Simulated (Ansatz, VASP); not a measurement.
## SiC: VASP beside Ansatz

Contents of INCAR:

```
SYSTEM = SiC
  PREC = Accurate
  ENCUT = 520
  EDIFF = 1E-8
  ISMEAR = -1
  SIGMA = 0.08
  LREAL = .False.
  LASPH = .True.
  NELM = 100
  ALGO = Normal
  ISIF = 2
  LWAVE = .False.
  LCHARG = .False.
  GGA = PE
  LEFG = .True.
  NBANDS = 16
```

The input KPOINTS:

```
Automatic mesh
0
Gamma
  15 15 8
  0 0 0
```

File POSCAR:

```
SiC
1.0
    3.0132051134      0.0000000000      0.0000000000
   -1.5066025567      2.6095121751      0.0000000000
    0.0000000000      0.0000000000      4.9449506768
Si C
2 2
Direct
    0.3333333333      0.6666666667      0.0000000000
    0.6666666667      0.3333333333      0.5000000000
    0.3333333333      0.6666666667      0.3850000000
    0.6666666667      0.3333333333      0.8850000000
```

Input for Ansatz:

```yaml
crystal:
  lattice:
    - [3.0132051134, 0.0, 0.0]
    - [-1.5066025567, 2.6095121751, 0.0]
    - [0.0, 0.0, 4.9449506768]
  atoms:
    - { symbol: Si, position: [0.3333333333, 0.6666666667, 0.0] }
    - { symbol: Si, position: [0.6666666667, 0.3333333333, 0.5] }
    - { symbol: C, position: [0.3333333333, 0.6666666667, 0.385] }
    - { symbol: C, position: [0.6666666667, 0.3333333333, 0.885] }
kpoints:
  mp_grid: { grid: [15, 15, 8] }
scf:
  occupations: { method: fermi_dirac, width: 0.08 }
hamiltonian:
  xc: pbe
  pseudopotentials: { kind: all_electron, datasets: crystal }
output:
  forces: true
  stress: true
  eigenvalues: true
  efg: { contact_densities: true }
```

Change from the starting cell: volume scaled by 0.94, crystal datasets.

Alike in both runs: task electric field gradients; functional PBE; k mesh 15 × 15 × 8; occupations fermi-dirac, width 0.08 eV; no spin polarisation.

|  | VASP | Ansatz |
| --- | --- | --- |
| version | VASP 6.6.1 | Ansatz 0.2.0 |
| potentials or method | VASP PAW PBE potentials, release 64 (Si, C), cutoff 520 eV | all-electron PAW with datasets made for the crystal, scalar-relativistic |

|  | VASP | Ansatz | Ansatz less VASP |
| --- | --- | --- | --- |
| pressure (GPa) | 19.4 | 19.5 | +0.07 |
| traceless stress, the component that is largest in VASP (GPa) | -5.13 | -5.11 | +0.014 |
| rms of the force components (eV/Å) | 0.494 | 0.493 | 0.0000 |
| size of Vzz on the site where it differs most (V/Å²) | 18.5 | 17.5 | -1.10 |

Atom by atom the forces differ by 0.000 eV/Å (rms over components). Ansatz ran all-electron here, and VASP with PAW potentials.
